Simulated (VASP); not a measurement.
Write the native input for VASP 6.6.1 that does the following.

| Quantity | Value |
| --- | --- |
| Task | single point |
| Functional | PBE |
| Potentials or basis | VASP PAW PBE potentials, release 64 (Cd_sv_GW, S) |
| Cutoff | 630 eV |
| k mesh | 6 × 6 × 4 |
| Occupations | gaussian, width 0.01 eV |
| Spin | no spin polarisation |
| Dipole correction | no |
| Further INCAR settings | ALGO = Normal; EDIFF = 1e-06; NBANDS = 34 |

The structure of CdS lies in POSCAR:

```
CdS
1.0
    4.1112823886      0.0000000000      0.0000000000
   -2.0556411943      3.5604749906      0.0000000000
    0.0000000000      0.0000000000      6.6885272848
Cd S
2 2
Direct
    0.3333333333      0.6666666667     -0.0008015218
    0.6666666667      0.3333333333      0.4991984782
    0.3333333333      0.6666666667      0.3758015218
    0.6666666667      0.3333333333      0.8758015218
```

These files were run (other wordings do the same):

INCAR

```
PREC = Accurate
ENCUT = 630
EDIFF = 1E-6
ISMEAR = 0
SIGMA = 0.01
LREAL = F
LASPH = T
NELM = 120
ALGO = Normal
ISIF = 2
LWAVE = F
LCHARG = F
GGA = PE
NBANDS = 34
GGA_COMPAT = F
```

KPOINTS

```
Automatic mesh
0
Gamma
  6 6 4
```

Potentials or basis: VASP PAW PBE potentials, release 64 (Cd_sv_GW, S).

Command:

```console
$ cat potpaw_PBE.64/Cd_sv_GW/POTCAR potpaw_PBE.64/S/POTCAR > POTCAR
$ mpirun -np 1 vasp_std > vasp.out
```

Results of the run:

* Pressure: 3.7 GPa
* Largest force: 0.003 eV/Å
* Band gap on the k mesh: 1.25 eV

Caveat: the cell stands under pressure.

It took 96 s on 1 thread of Intel(R) Xeon(R) Platinum 8259CL CPU @ 2.50GHz (Skylake/Cascade Lake) (shared host), peak memory 0.29 GiB.
